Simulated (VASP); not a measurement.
Input of a VASP 6.6.1 run:

Contents of INCAR:

```
ALGO     = Normal         # electronic algorithm
DIPOL    = 0.5 0.5 0.331
EDIFF    = 1E-7           # SCF threshold, eV
ENCUT    = 520            # plane-wave cutoff, eV
GGA      = PE             # functional
IDIPOL   = 3            
ISIF     = 2              # what is computed and relaxed
ISMEAR   = 0              # smearing method
LASPH    = T              # aspherical terms in the spheres
LCHARG   = T              # write CHGCAR
LDIPOL   = T            
LELF     = T              # ELF
LREAL    = F              # projectors in reciprocal space
LVACPOTAV= T            
LVHAR    = T            
LWAVE    = F              # write WAVECAR
NBANDS   = 32             # bands
NELM     = 60             # most SCF steps
PREC     = Accurate       # precision mode
SIGMA    = 0.1            # smearing width, eV
```

File KPOINTS:

```
k-points
0
Gamma
  6 6 1
```

Contents of POSCAR:

```
Al
1.0
    5.7143028096      0.0000000000      0.0000000000
   -2.8571514048      4.9487313980      0.0000000000
    0.0000000000      0.0000000000     20.1016424764
Al
13
Direct
    0.3333333333      0.1666666667      0.1989887147
    0.3333333333      0.6666666667      0.1989887147
    0.8333333333      0.1666666667      0.1989887147
    0.8333333333      0.6666666667      0.1989887147
    0.1666666667      0.3333333333      0.3134533099
    0.1666666667      0.8333333333      0.3134533099
    0.6666666667      0.3333333333      0.3134533099
    0.6666666667      0.8333333333      0.3134533099
    0.0000000000      0.0000000000      0.4279074452
    0.0000000000      0.5000000000      0.4279074452
    0.5000000000      0.0000000000      0.4279074452
    0.5000000000      0.5000000000      0.4279074452
    0.2500000000      0.1666666667      0.5396988956
```

Potentials or basis: VASP PAW PBE potentials, release 64 (Al).

Run with:

```sh
$ cat potpaw_PBE.64/Al/POTCAR > POTCAR
$ mpirun -np 1 vasp_std > vasp.out
```

Task: What does it give for the largest force?

Result: 0.593 eV/Å.

Task: Estimate the band gap on the k mesh.

Result: Zero (an odd number of electrons rules out a gap without spin polarisation).

Forces on the atoms (eV/Å):
```
Al  -0.033  0.003 -0.119
Al  -0.014 -0.014 -0.048
Al   0.008  0.012 -0.072
Al   0.007 -0.001 -0.092
Al  -0.001 -0.005 -0.037
Al   0.015  0.002 -0.002
Al   0.005 -0.023  0.021
Al   0.019  0.006  0.140
Al  -0.282 -0.276 -0.443
Al   0.070 -0.010  0.208
Al  -0.142  0.066  0.274
Al   0.029  0.019  0.169
Al   0.320  0.220  0.002
```
